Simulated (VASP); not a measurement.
# LiH (P6_3/mmc) in VASP: relaxation of cell and atoms with LDA

Aim: the relaxation of cell and atoms of LiH with LDA.

Program: VASP 6.6.1. These are calculated values, not measurements. Logs are shortened: lines on timing, memory, paths and dates and some standing lists are left out, and cuts for length are marked.

**1. The cell of the first run**

It takes space group P6_3/mmc (No. 194, hexagonal). The conventional cell has a = 2.782 Å, b = 2.782 Å, c = 4.885 Å, α = 90.00°, β = 90.00°, γ = 120.00°. Within 2.8 Å of Li (site symmetry -3m) lie 6 H at 2.02 Å and 8 Li at 2.44 to 2.78 Å. Within 2.8 Å of H (site symmetry -6m2) lie 6 Li at 2.02 Å and 6 H at 2.78 Å.

**2. Relaxation of cell and atoms, LDA**

Input file INCAR:

```
SYSTEM = LiH
  PREC = Accurate
  ENCUT = 600
  EDIFF = 1E-7
  ISMEAR = -1
  SIGMA = 0.02
  LREAL = .FALSE.
  LASPH = .TRUE.
  NELM = 100
  ALGO = Normal
  ISIF = 3
  LWAVE = .FALSE.
  LCHARG = .FALSE.
  GGA = CA
  IBRION = 2
  NSW = 80
  EDIFFG = -0.005
```

Input file KPOINTS:

```
Automatic mesh
0
G
  12 12 6
  0 0 0
```

Input file POSCAR:

```
LiH
1.0
    2.7816472974      0.0000000000      0.0000000000
   -1.3908236487      2.4089772239      0.0000000000
    0.0000000000      0.0000000000      4.8847712216
Li H
2 2
Direct
    0.0000000000      0.0000000000      0.0000000000
    0.0000000000      0.0000000000      0.5000000000
    0.3333333333      0.6666666667      0.2500000000
    0.6666666667      0.3333333333      0.7500000000
```

Potentials or basis: VASP PAW LDA potentials, release 64 (Li_sv, H).

Started as:

```console
$ cat potpaw_LDA.64/Li_sv/POTCAR potpaw_LDA.64/H/POTCAR > POTCAR
$ mpirun -np 1 vasp_std > vasp.out
```

OUTCAR:

```text
SYSTEM = LiH
   PREC = Accurate
   ENCUT = 600
   EDIFF = 1E-7
   ISMEAR = -1
   LREAL = .FALSE.
   LASPH = .TRUE.
   NELM = 100
   ISIF = 3
   GGA = CA
   IBRION = 2
   NSW = 80
   EDIFFG = -0.005

 ion  position               nearest neighbor table
   1  0.000  0.000  0.000-   2 2.44   2 2.44
   2  0.000  0.000  0.500-   1 2.44   1 2.44
   3  0.333  0.667  0.250-
   4  0.667  0.333  0.750-

  LATTYP: Found a hexagonal cell.
 ALAT       =     2.7816472974
 C/A-ratio  =     1.7560713848

  Lattice vectors:

 A1 = (   2.7816472974,   0.0000000000,   0.0000000000)
 A2 = (  -1.3908236487,   2.4089772239,   0.0000000000)
 A3 = (   0.0000000000,   0.0000000000,   4.8847712216)

Analysis of symmetry for initial positions (statically):
=====================================================================
 Subroutine PRICEL returns:
 Original cell was already a primitive cell.

 Routine SETGRP: Setting up the symmetry group for a
 hexagonal supercell.

 Subroutine GETGRP returns: Found 24 space group operations
 (whereof 12 operations were pure point group operations)
 out of a pool of 24 trial point group operations.

The static configuration has the point symmetry D_3d.
 The point group associated with its full space group is D_6h.

Analysis of symmetry for dynamics (positions and initial velocities):
=====================================================================
 Subroutine PRICEL returns:
 Original cell was already a primitive cell.

 Routine SETGRP: Setting up the symmetry group for a
 hexagonal supercell.

 Subroutine GETGRP returns: Found 24 space group operations
 (whereof 12 operations were pure point group operations)
 out of a pool of 24 trial point group operations.

The dynamic configuration has the point symmetry D_3d.
 The point group associated with its full space group is D_6h.

 Subroutine INISYM returns: Found 24 space group operations
 (whereof 12 operations are pure point group operations),
 and found     1 'primitive' translations

----------------------------------------------------------------------------------------

                                     Primitive cell

  volume of cell :      32.7325

  direct lattice vectors                    reciprocal lattice vectors
[... 104 lines left out ...]
   EMIN   =  10.00;   EMAX   =-10.00  energy-range for DOS
   EFERMI =   0.00;   METHOD = LEGACY
   ISMEAR =    -1;   SIGMA  =   0.02  broadening in eV -4-tet -1-fermi 0-gaus
   EFERMI_NEDOS =   21; number of points for ismear=-14 and -15
   IALGO  =     38    algorithm
   IMIX   =      4    mixing-type and parameters
     AMIX     =   0.40;   BMIX     =  1.00
     AMIX_MAG =   1.60;   BMIX_MAG =  1.00
  volume/ion in A,a.u.               =       8.18        55.22
  Fermi-wavevector in a.u.,A,eV,Ry     =   1.023557  1.934241 14.254388  1.047668
  Thomas-Fermi vector in A             =   2.157296
   LORBIT       =      0    0 simple, 1 ext, 2 COOP (PROOUT), +10 PAW based schemes
   GGA     = CA    functional components
   LHFCALC =     F    Hartree Fock is set to
   AEXX    =    0.0000 exact exchange contribution
   IVDW    =     0    specifies the selected vdW correction
   LEPSILON=     F    determine dielectric tensor
   LRPA    =     F    only Hartree local field effects (RPA)
 conjugate gradient relaxation of ions
 non-spin polarized calculation
  energy-cutoff  :      600.00
  volume of cell :       32.73
 maximum number of plane-waves:      1115
 NGX is ok and might be reduce to    24
   NGX = 11   NGY = 11   NGZ = 19

--------------------------------------- Ionic step        1  -------------------------------------------

 number of electron       8.0000007 magnetization

 Free energy of the ion-electron system (eV)
  ---------------------------------------------------
  ext. energy  EPLUGINS =         0.00000000
  ---------------------------------------------------
  free energy    TOTEN  =       -12.75349862 eV

  energy without entropy =      -12.75349862  energy(sigma->0) =      -12.75349862

------------------------ aborting loop because EDIFF is reached ----------------------------------------

  FORCE on cell =-STRESS in cart. coord.  units (eV):
  Direction    XX          YY          ZZ          XY          YZ          ZX
  --------------------------------------------------------------------------------------
  -------------------------------------------------------------------------------------
  Total       -0.5701197     -0.5701197     -0.5409080     -0.0000000      0.0000000      0.0000000
  in kB      -27.9060046    -27.9060046    -26.4761627     -0.0000000      0.0000000      0.0000000
  external PRESSURE =     -27.4293906 kB  Pullay stress =       0.0000000 kB
[... 177 lines left out ...]
--------------------------------------- Ionic step        6  -------------------------------------------

 number of electron       7.9999991 magnetization

 Free energy of the ion-electron system (eV)
  ---------------------------------------------------
  ext. energy  EPLUGINS =         0.00000000
  ---------------------------------------------------
  free energy    TOTEN  =       -12.77663722 eV

  energy without entropy =      -12.77663722  energy(sigma->0) =      -12.77663722

 E-fermi :   0.8683     XC(G=0):  -9.0126

 val. band max:        0.4214143923   @ k =   0.5000  -0.0000   0.0000
 cond. band min:       4.5607600844   @ k =   0.5000  -0.0000   0.5000
 fundamental gap:      4.1393456921
 Fermi energy:         0.8682889023

 k-point     1 :       0.0000    0.0000    0.0000
  band No.  band energies     occupation
      1     -43.0797      2.00000
      2     -42.9840      2.00000
      3      -5.2523      2.00000
      4      -2.9931      2.00000
      5       4.8769      0.00000
      6      15.5763      0.00000
      7      17.0618      0.00000
      8      17.1470      0.00000
[... 243 lines left out ...]
 k-point    24 :       0.3333    0.0000    0.1667
  band No.  band energies     occupation
      1     -43.0289      2.00000
      2     -42.9531      2.00000
      3      -3.3531      2.00000
      4      -0.9597      2.00000
      5       5.9141      0.00000
      6       6.6908      0.00000
      7       9.5590      0.00000
      8      12.9493      0.00000

 [... further k-points ...]

------------------------ aborting loop because EDIFF is reached ----------------------------------------

  FORCE on cell =-STRESS in cart. coord.  units (eV):
  Direction    XX          YY          ZZ          XY          YZ          ZX
  --------------------------------------------------------------------------------------
  -------------------------------------------------------------------------------------
  Total       -0.0134454     -0.0134454      0.0073608     -0.0000000      0.0000000      0.0000000
  in kB       -0.7128514     -0.7128514      0.3902557     -0.0000000      0.0000000      0.0000000
  external PRESSURE =      -0.3451490 kB  Pullay stress =       0.0000000 kB
[... 19 lines left out ...]
  FREE ENERGIE OF THE ION-ELECTRON SYSTEM (eV)
  ---------------------------------------------------
  free  energy   TOTEN  =       -12.7766372229 eV

  energy  without entropy=      -12.7766372229  energy(sigma->0) =      -12.77663722

 reached required accuracy - stopping structural energy minimisation
```

OSZICAR:

```text
N       E                     dE             d eps       ncg     rms          rms(c)
DAV:   1     0.350076487011E+01    0.35008E+01   -0.38861E+03  1216   0.106E+03
DAV:   2    -0.121928148086E+02   -0.15694E+02   -0.15670E+02  1728   0.108E+02
DAV:   3    -0.132255855277E+02   -0.10328E+01   -0.10328E+01  1696   0.301E+01
[... 42 lines left out ...]
   5 F= -.12776614E+02 E0= -.12776614E+02  d E =-.231156E-01
       N       E                     dE             d eps       ncg     rms          rms(c)
DAV:   1    -0.127766360116E+02   -0.21753E-04   -0.96154E-04  1408   0.404E-01    0.225E-02
DAV:   2    -0.127766367267E+02   -0.71505E-06   -0.32819E-06  1752   0.204E-02    0.137E-02
DAV:   3    -0.127766372258E+02   -0.49914E-06   -0.19116E-07  1568   0.432E-03    0.295E-04
DAV:   4    -0.127766372229E+02    0.29422E-08   -0.31043E-09   776   0.584E-04
   6 F= -.12776637E+02 E0= -.12776637E+02  d E =-.229649E-04
```

CONTCAR:

```text
LiH
   1.00000000000000
     2.7064241729297098    0.0000000000000000    0.0000000000000000
    -1.3532120864648549    2.3438320871580456    0.0000000000000000
     0.0000000000000000    0.0000000000000000    4.7639131534394137
  Li              H
     2     2
Direct
     0.0000000000000000    1.0000000000000000    0.0000000000000000
     0.0000000000000000    0.0000000000000000    0.5000000000000000
     0.3333333332999970    0.6666666667000030    0.2500000000000000
     0.6666666667000030    0.3333333332999970    0.7500000000000000

  0.00000000E+00  0.00000000E+00  0.00000000E+00
  0.00000000E+00  0.00000000E+00  0.00000000E+00
  0.00000000E+00  0.00000000E+00  0.00000000E+00
  0.00000000E+00  0.00000000E+00  0.00000000E+00
```

Wall time 23 s (1 thread of Intel Xeon 6975P-C (Granite Rapids), shared host); peak memory 0.14 GiB.

Results:

```yaml
Free_energy: -12.7766 eV
Relaxed_volume: 7.55 Å³/atom
Relaxed_cell: a = 2.706 Å, b = 2.706 Å, c = 4.764 Å, α = 90.00°, β = 90.00°, γ = 120.00°
Space_group_after_relaxing_to_0.1_Å: P6_3/mmc (No. 194)
Energy_gained_by_relaxing: 5.8 meV/atom
Ionic_steps: 6
Pressure_after_relaxing: 0.0 GPa
Band_gap_on_the_k_mesh: 4.14 eV (least direct gap 4.66 eV)
```

Stress tensor (GPa, compression positive):
```
-0.07  0.00  0.00
 0.00 -0.07  0.00
 0.00  0.00  0.04
```

The path:
```csv
step,energy change (eV),largest force (eV/Å),pressure (GPa),volume (Å³)
1,0.0000,0.0000,-2.74,32.73
2,-0.0101,0.0000,-2.13,32.07
3,-0.0225,0.0000,-0.51,30.60
4,-0.0231,0.0000,0.03,30.17
5,-0.0231,0.0000,-0.03,30.22
6,-0.0231,0.0000,-0.03,30.22
```

Final structure:
```
Li H
1.0
     2.70642    0.00000    0.00000
    -1.35321    2.34383    0.00000
     0.00000    0.00000    4.76391
Li H
2 2
Direct
  0.00000 0.00000 0.00000
  0.00000 0.00000 0.50000
  0.33333 0.66667 0.25000
  0.66667 0.33333 0.75000
```

Caveat: the cutoff is under 1.25 times the usual one of these potentials, so pressure, stress and relaxed cells hold a basis-set (Pulay) error.
